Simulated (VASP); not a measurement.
# Al2O3 (Corundum) (R-3c) in VASP: single point with PBEsol

Aim: the single point of Al2O3 (Corundum) with PBEsol.

All numbers are computed with VASP 6.6.1; they aren't measurements. Logs are shortened: lines on timing, memory, paths and dates and some standing lists are left out, and cuts for length are marked.

**What was measured.**

“Multi-petahertz electron interference in Cr:Al2O3 solid-state material”, 2018, pmc:5906618 quotes, for a bulk crystal of Al2O3: band gap 8.7 eV (optical).

The results are compared with them further down.

## (1) The cell of the first run

The structure is trigonal, space group R-3c (No. 167). Conventional cell: a = 4.760 Å, b = 4.760 Å, c = 12.996 Å, α = 90.00°, β = 90.00°, γ = 120.00°. Al (site symmetry 3) has 6 O at 1.85 to 1.97 Å within 2.5 Å. O (site symmetry 2) has 4 Al at 1.85 to 1.97 Å within 2.5 Å.

## (2) Single point, PBEsol

The input, INCAR:

```
SYSTEM = Al2O3
ALGO     = Normal         ! electronic algorithm
EDIFF    = 1E-7           ! SCF threshold, eV
ENCUT    = 520            ! plane-wave cutoff, eV
GGA      = PS             ! functional
ISIF     = 2              ! what is computed and relaxed
ISMEAR   = 0              ! smearing method
LASPH    = .TRUE.         ! aspherical terms in the spheres
LCHARG   = .FALSE.        ! write CHGCAR
LREAL    = .FALSE.        ! projectors in reciprocal space
LWAVE    = .FALSE.        ! write WAVECAR
NBANDS   = 35             ! bands
NELM     = 80             ! most SCF steps
PREC     = Accurate       ! precision mode
SIGMA    = 0.01           ! smearing width, eV
```

The input, KPOINTS:

```
Automatic mesh
0
Gamma
  6 6 6
  0.5 0.5 0.5
```

The input, POSCAR:

```
Al2O3
1.0
    5.1302230000      0.0000000000      0.0000000000
    2.9215121026      4.2171026860      0.0000000000
    2.9215121026      1.5301442954      3.9297090859
Al O
4 6
Direct
    0.3521600000      0.3521600000      0.3521600000
    0.1478400000      0.1478400000      0.1478400000
    0.6478400000      0.6478400000      0.6478400000
    0.8521600000      0.8521600000      0.8521600000
    0.5566800000      0.9433200000      0.2500000000
    0.2500000000      0.5566800000      0.9433200000
    0.9433200000      0.2500000000      0.5566800000
    0.4433200000      0.0566800000      0.7500000000
    0.7500000000      0.4433200000      0.0566800000
    0.0566800000      0.7500000000      0.4433200000
```

Potentials or basis: VASP PAW PBE potentials, release 64 (Al, O).

Launch:

```console
cat potpaw_PBE.64/Al/POTCAR potpaw_PBE.64/O/POTCAR > POTCAR
mpirun -np 1 vasp_std > vasp.out
```

OUTCAR:

```text
SYSTEM = Al2O3
   EDIFF = 1E-7
   ENCUT = 520
   GGA = PS
   ISIF = 2
   ISMEAR = 0
   LASPH = .TRUE.
   LREAL = .FALSE.
   NELM = 80
   PREC = Accurate

 ion  position               nearest neighbor table
   1  0.352  0.352  0.352-   9 1.85   8 1.85  10 1.85   7 1.97   6 1.97   5 1.97   2 2.66   3 2.79
                             3 2.79   3 2.79   2 3.22   2 3.22   2 3.22
   2  0.148  0.148  0.148-   9 1.85  10 1.85   8 1.85   5 1.97   6 1.97   7 1.97   1 2.66   4 2.79
                             4 2.79   4 2.79   1 3.22   1 3.22   1 3.22
   3  0.648  0.648  0.648-   6 1.85   5 1.85   7 1.85  10 1.97   9 1.97   8 1.97   4 2.66   1 2.79
                             1 2.79   1 2.79   4 3.22   4 3.22   4 3.22
   4  0.852  0.852  0.852-   6 1.85   7 1.85   5 1.85   8 1.97   9 1.97  10 1.97   3 2.66   2 2.79
                             2 2.79   2 2.79   3 3.22   3 3.22   3 3.22
   5  0.557  0.943  0.250-   3 1.85   4 1.85   2 1.97   1 1.97
   6  0.250  0.557  0.943-   4 1.85   3 1.85   2 1.97   1 1.97
   7  0.943  0.250  0.557-   4 1.85   3 1.85   1 1.97   2 1.97
   8  0.443  0.057  0.750-   1 1.85   2 1.85   4 1.97   3 1.97
   9  0.750  0.443  0.057-   2 1.85   1 1.85   4 1.97   3 1.97
  10  0.057  0.750  0.443-   2 1.85   1 1.85   3 1.97   4 1.97

  LATTYP: Found a trigonal (rhomboedric) cell.
 ALAT       =     5.1302230000
 COS(alpha) =     0.5694707818

  Lattice vectors:

 A1 = (   5.1302230000,   0.0000000000,   0.0000000000)
 A2 = (   2.9215121026,   4.2171026860,   0.0000000000)
 A3 = (   2.9215121026,   1.5301442954,   3.9297090859)

Analysis of symmetry for initial positions (statically):
=====================================================================
 Subroutine PRICEL returns:
 Original cell was already a primitive cell.

 Routine SETGRP: Setting up the symmetry group for a
 trigonal (rhombohedral) supercell.

 Subroutine GETGRP returns: Found 12 space group operations
 (whereof  6 operations were pure point group operations)
 out of a pool of 12 trial point group operations.

The static configuration has the point symmetry S_6 .
 The point group associated with its full space group is D_3d.

Analysis of symmetry for dynamics (positions and initial velocities):
=====================================================================
 Subroutine PRICEL returns:
 Original cell was already a primitive cell.

 Routine SETGRP: Setting up the symmetry group for a
 trigonal (rhombohedral) supercell.

 Subroutine GETGRP returns: Found 12 space group operations
 (whereof  6 operations were pure point group operations)
 out of a pool of 12 trial point group operations.

The dynamic configuration has the point symmetry S_6 .
 The point group associated with its full space group is D_3d.

 Subroutine INISYM returns: Found 12 space group operations
 (whereof  6 operations are pure point group operations),
 and found     1 'primitive' translations

----------------------------------------------------------------------------------------

                                     Primitive cell

  volume of cell :      85.0180

  direct lattice vectors                    reciprocal lattice vectors
     5.130223000  0.000000000  0.000000000     0.194923301 -0.135038396 -0.092333184
     2.921512103  4.217102686  0.000000000     0.000000000  0.237129630 -0.092333184
     2.921512103  1.530144295  3.929709086     0.000000000  0.000000000  0.254471763

  length of vectors
     5.130223000  5.130223000  5.130223000     0.254471763  0.254471763  0.254471763

  position of ions in fractional coordinates (direct lattice)
     0.352160000  0.352160000  0.352160000
     0.147840000  0.147840000  0.147840000
     0.647840000  0.647840000  0.647840000
     0.852160000  0.852160000  0.852160000
     0.556680000  0.943320000  0.250000000
     0.250000000  0.556680000  0.943320000
     0.943320000  0.250000000  0.556680000
     0.443320000  0.056680000  0.750000000
     0.750000000  0.443320000  0.056680000
     0.056680000  0.750000000  0.443320000

  ion indices of the primitive-cell ions
   primitive index   ion index
                 1           1
                 2           2
                 3           3
                 4           4
                 5           5
                 6           6
                 7           7
                 8           8
                 9           9
                10          10

----------------------------------------------------------------------------------------

 KPOINTS: Automatic mesh

Automatic generation of k-mesh.
 Grid dimensions read from file:
 generate k-points for:    6    6    6

 Generating k-lattice:

  Cartesian coordinates                     Fractional coordinates (reciprocal lattice)
     0.032487217 -0.022506399 -0.015388864     0.166666667  0.000000000  0.000000000
     0.000000000  0.039521605 -0.015388864     0.000000000  0.166666667  0.000000000
     0.000000000  0.000000000  0.042411961     0.000000000  0.000000000  0.166666667

  Length of vectors
     0.042411961  0.042411961  0.042411961

  Shift w.r.t. Gamma in fractional coordinates (k-lattice)
     0.500000000  0.500000000  0.500000000

 Subroutine IBZKPT returns following result:
 ===========================================

 Found     28 irreducible k-points:

 Following reciprocal coordinates:
            Coordinates               Weight
  0.083333  0.083333  0.083333      2.000000
  0.250000  0.083333  0.083333      6.000000
  0.416667  0.083333  0.083333      6.000000
 -0.416667  0.083333  0.083333      6.000000
 -0.250000  0.083333  0.083333      6.000000
 -0.083333  0.083333  0.083333      6.000000
[... 16 lines left out ...]
  0.416667  0.416667  0.250000      6.000000
 -0.416667  0.416667  0.250000     12.000000
 [... further k-points ...]
   k-points           NKPTS =     28   k-points in BZ     NKDIM =     28   number of bands    NBANDS=     35
   number of dos      NEDOS =    301   number of ions     NIONS =     10
   total plane-waves  NPLWV =  64000
   dimension x,y,z NGX =    40 NGY =   40 NGZ =   40
   dimension x,y,z NGXF=    80 NGYF=   80 NGZF=   80
   ions per type =               4   6
   NGX,Y,Z   is equivalent  to a cutoff of  12.96, 12.96, 12.96 a.u.
   NGXF,Y,Z  is equivalent  to a cutoff of  25.92, 25.92, 25.92 a.u.
 SYSTEM =  Al2O3
   PREC   = accura    normal or accurate (medium, high low for compatibility)
   ISTART =      0    job   : 0-new  1-cont  2-samecut
   ICHARG =      2    charge: 1-file 2-atom 10-const
   ISPIN  =      1    spin polarized calculation?
   LNONCOLLINEAR =      F non collinear calculations
   LSORBIT =      F    spin-orbit coupling
   LASPH  =      T    aspherical Exc in radial PAW
   ENCUT  =  520.0 eV  38.22 Ry    6.18 a.u.   9.54  9.54  9.54*2*pi/ulx,y,z
   NELM   =     80;   NELMIN=  2; NELMDL= -5     # of ELM steps
   EDIFF  = 0.1E-06   stopping-criterion for ELM
   LREAL  =      F    real-space projection
   EDIFFG = 0.1E-05   stopping-criterion for IOM
   NSW    =      0    number of steps for IOM
   IBRION =     -1    ionic relax: 0-MD 1-quasi-New 2-CG
   NFREE  =      0    steps in history (QN), initial steepest desc. (CG)
   ISIF   =      2    stress and relaxation
   ISYM   =      2    0-nonsym 1-usesym 2-fastsym
   POTIM  = 0.5000    time-step for ionic-motion
   TEBEG  =    0.0;   TEEND  =   0.0 temperature during run
   PSTRESS=    0.0 pullay stress
   NELECT =      48.0000    total number of electrons
   NUPDOWN=      -1.0000    fix difference up-down
   EMIN   =  10.00;   EMAX   =-10.00  energy-range for DOS
   EFERMI =   0.00;   METHOD = LEGACY
   ISMEAR =     0;   SIGMA  =   0.01  broadening in eV -4-tet -1-fermi 0-gaus
   EFERMI_NEDOS =   21; number of points for ismear=-14 and -15
   IALGO  =     38    algorithm
   IMIX   =      4    mixing-type and parameters
     AMIX     =   0.40;   BMIX     =  1.00
     AMIX_MAG =   1.60;   BMIX_MAG =  1.00
  volume/ion in A,a.u.               =       8.50        57.37
  Fermi-wavevector in a.u.,A,eV,Ry     =   1.353064  2.556920 24.909300  1.830782
  Thomas-Fermi vector in A             =   2.480350
   LORBIT       =      0    0 simple, 1 ext, 2 COOP (PROOUT), +10 PAW based schemes
   GGA     = PS    functional components
   LHFCALC =     F    Hartree Fock is set to
   AEXX    =    0.0000 exact exchange contribution
   IVDW    =     0    specifies the selected vdW correction
   LEPSILON=     F    determine dielectric tensor
   LRPA    =     F    only Hartree local field effects (RPA)
 non-spin polarized calculation
 Gauss-broadening in eV      SIGMA  =   0.01
  energy-cutoff  :      520.00
  volume of cell :       85.02
 maximum number of plane-waves:      2299
 NGX is ok and might be reduce to    40
   NGX = 19   NGY = 19   NGZ = 19

 number of electron      48.0000013 magnetization

 Free energy of the ion-electron system (eV)
  ---------------------------------------------------
  ext. energy  EPLUGINS =         0.00000000
  ---------------------------------------------------
  free energy    TOTEN  =       -78.65842070 eV

  energy without entropy =      -78.65842070  energy(sigma->0) =      -78.65842070

 E-fermi :   6.0402     XC(G=0): -11.9420

 val. band max:        5.9905151654   @ k =   0.0833   0.0833   0.0833
 cond. band min:      12.2956528537   @ k =   0.0833   0.0833   0.0833
 fundamental gap:      6.3051376883
 Fermi energy:         6.0402323909

 k-point     1 :       0.0833    0.0833    0.0833
  band No.  band energies     occupation
      1     -13.1391      2.00000
      2     -10.8472      2.00000
      3     -10.5009      2.00000
      4     -10.5009      2.00000
      5     -10.1919      2.00000
      6     -10.1919      2.00000
[... 27 lines left out ...]
     34      19.4701      0.00000
     35      20.4206      0.00000

 k-point     2 :       0.2500    0.0833    0.0833
  band No.  band energies     occupation
      1     -12.9541      2.00000
      2     -10.9631      2.00000
      3     -10.6564      2.00000
      4     -10.4761      2.00000
      5     -10.3144      2.00000
      6     -10.1594      2.00000
[... 27 lines left out ...]
     34      19.0487      0.00000
     35      20.0043      0.00000

 k-point     3 :       0.4167    0.0833    0.0833
  band No.  band energies     occupation
      1     -12.5084      2.00000
      2     -11.4244      2.00000
      3     -10.6746      2.00000
      4     -10.4895      2.00000
      5     -10.4765      2.00000
      6     -10.1864      2.00000
[... 27 lines left out ...]
     34      19.0116      0.00000
     35      19.5217      0.00000

 k-point     4 :      -0.4167    0.0833    0.0833
  band No.  band energies     occupation
      1     -12.0759      2.00000
      2     -11.8835      2.00000
      3     -10.6239      2.00000
      4     -10.5306      2.00000
      5     -10.4316      2.00000
      6     -10.3017      2.00000
[... 27 lines left out ...]
     34      18.7683      0.00000
     35      19.1289      0.00000

 k-point     5 :      -0.2500    0.0833    0.0833
  band No.  band energies     occupation
      1     -12.6579      2.00000
      2     -11.2328      2.00000
      3     -10.6490      2.00000
      4     -10.4757      2.00000
      5     -10.3681      2.00000
      6     -10.3145      2.00000
[... 638 lines left out ...]
 k-point    22 :      -0.2500    0.2500    0.2500
  band No.  band energies     occupation
      1     -12.1005      2.00000
      2     -11.5486      2.00000
      3     -10.9255      2.00000
      4     -10.7714      2.00000
      5     -10.3649      2.00000
      6     -10.2233      2.00000
[... 27 lines left out ...]
     34      18.8450      0.00000
     35      19.2306      0.00000

 k-point    23 :       0.4167    0.4167    0.2500
  band No.  band energies     occupation
      1     -12.4987      2.00000
      2     -11.5555      2.00000
      3     -10.6503      2.00000
      4     -10.5647      2.00000
      5     -10.3525      2.00000
      6     -10.1628      2.00000
[... 27 lines left out ...]
     34      19.5284      0.00000
     35      19.8637      0.00000

 k-point    24 :      -0.4167    0.4167    0.2500
  band No.  band energies     occupation
      1     -12.1245      2.00000
      2     -11.6160      2.00000
      3     -10.9236      2.00000
      4     -10.8257      2.00000
      5     -10.2829      2.00000
      6     -10.1548      2.00000
[... 27 lines left out ...]
     34      19.4143      0.00000
     35      19.5861      0.00000

 [... further k-points ...]
[... 5 lines left out ...]
  --------------------------------------------------------------------------------------
  -------------------------------------------------------------------------------------
  Total        0.8079596      1.0056902      1.0454897     -0.1427087     -0.0511065     -0.0975778
  in kB       15.2261252     18.9523904     19.7024184     -2.6893681     -0.9631091     -1.8388690
  external PRESSURE =      17.9603113 kB  Pullay stress =       0.0000000 kB

 VOLUME and BASIS-vectors are now :
 -----------------------------------------------------------------------------
  energy-cutoff  :      520.00
  volume of cell :       85.02
      direct lattice vectors                 reciprocal lattice vectors
     5.130223000  0.000000000  0.000000000     0.194923301 -0.135038396 -0.092333184
     2.921512103  4.217102686  0.000000000     0.000000000  0.237129630 -0.092333184
     2.921512103  1.530144295  3.929709086     0.000000000  0.000000000  0.254471763

 POSITION                                       TOTAL-FORCE (eV/Angst)
 -----------------------------------------------------------------------------------
      3.86434      2.02395      1.38389        -0.042156     -0.022079     -0.015097
      1.62228      0.84967      0.58097         0.042156      0.022079      0.015097
      7.10891      3.72330      2.54582         0.042156      0.022079      0.015097
      9.35096      4.89757      3.34874        -0.042156     -0.022079     -0.015097
      6.34219      4.36061      0.98243        -0.040433      0.077198     -0.000000
      5.66482      3.79099      3.70697         0.000000     -0.049188      0.071937
      7.19617      1.90608      2.18759         0.040433     -0.028011     -0.071937
      4.63106      1.38663      2.94728         0.040433     -0.077198     -0.000000
      5.30842      1.95625      0.22274         0.000000      0.049188     -0.071937
      3.77708      3.84117      1.74212        -0.040433      0.028011      0.071937
 -----------------------------------------------------------------------------------
    total drift:                               -0.000000     -0.000000     -0.000000

  FREE ENERGIE OF THE ION-ELECTRON SYSTEM (eV)
  ---------------------------------------------------
  free  energy   TOTEN  =       -78.6584207020 eV

  energy  without entropy=      -78.6584207020  energy(sigma->0) =      -78.65842070
```

It used 280 s of CPU time on 1 thread of AMD EPYC 7R13 Processor (Zen 3), on a shared host.

What came out:

* Free energy: -78.6584 eV
* Pressure: 1.8 GPa
* Largest force: 0.087 eV/Å
* Band gap on the k mesh: 6.31 eV, direct

Forces on the atoms (eV/Å):
```
Al  -0.042 -0.022 -0.015
Al   0.042  0.022  0.015
Al   0.042  0.022  0.015
Al  -0.042 -0.022 -0.015
O   -0.040  0.077  0.000
O    0.000 -0.049  0.072
O    0.040 -0.028 -0.072
O    0.040 -0.077  0.000
O    0.000  0.049 -0.072
O   -0.040  0.028  0.072
```

Stress tensor (GPa, compression positive):
```
 1.52 -0.27 -0.18
-0.27  1.90 -0.10
-0.18 -0.10  1.97
```

Caveat: the PAW data sets were made with another functional, which shifts forces and pressure a little.

## (3) How close it comes

Step 2. Measured gap of Al2O3: 8.7 eV (optical; quoted in “Multi-petahertz electron interference in Cr:Al2O3 solid-state material”, 2018, pmc:5906618). This calculation gives 6.31 eV (-2.39 eV). The value is that of PBEsol on a finite k mesh, which can miss the band edges, without temperature or zero-point motion. Semilocal functionals fall short of measured gaps as a rule.
